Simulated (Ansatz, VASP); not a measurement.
**WS2: VASP beside Ansatz**

```
CELL_PARAMETERS angstrom
3.14578 0.00000 0.00000
-1.57289 2.72432 0.00000
0.00000 0.00000 33.90684
ATOMIC_POSITIONS crystal
W 0.33333 0.66667 0.00000
W 0.33333 0.66667 0.50000
S 0.66667 0.33333 0.45379
S 0.66667 0.33333 0.95379
S 0.66667 0.33333 0.04621
S 0.66667 0.33333 0.54621
```

Alike in both runs: task single point; functional PBEsol; k mesh 12 × 12 × 1; occupations gaussian, width 0.05 eV; no spin polarisation.

|  | VASP | Ansatz |
| --- | --- | --- |
| version | VASP 6.6.1 | Ansatz 0.2.0 |
| potentials or method | VASP PAW PBE potentials, release 64 (W_sv, S), cutoff 520 eV | scalar-relativistic, plane waves, PAW |
| valence electrons in the cell | 52 | 52 |

```tsv
	VASP	Ansatz	Ansatz less VASP
gap on the k mesh at the Fermi level (eV)	1.94	1.94	-0.005
least direct gap on the mesh (eV)	1.94	1.94	-0.005
rms of the force components (eV/Å)	0.010	0.001	-0.0089
```

VASP's potentials were made for PBE, not for PBEsol. Atom by atom the forces differ by 0.011 eV/Å (rms over components). The functional is the same, so the differences come from potentials, cutoffs and numerics. Ansatz's warnings: xc potential rough in thin density.

Spin-orbit coupling is off throughout.
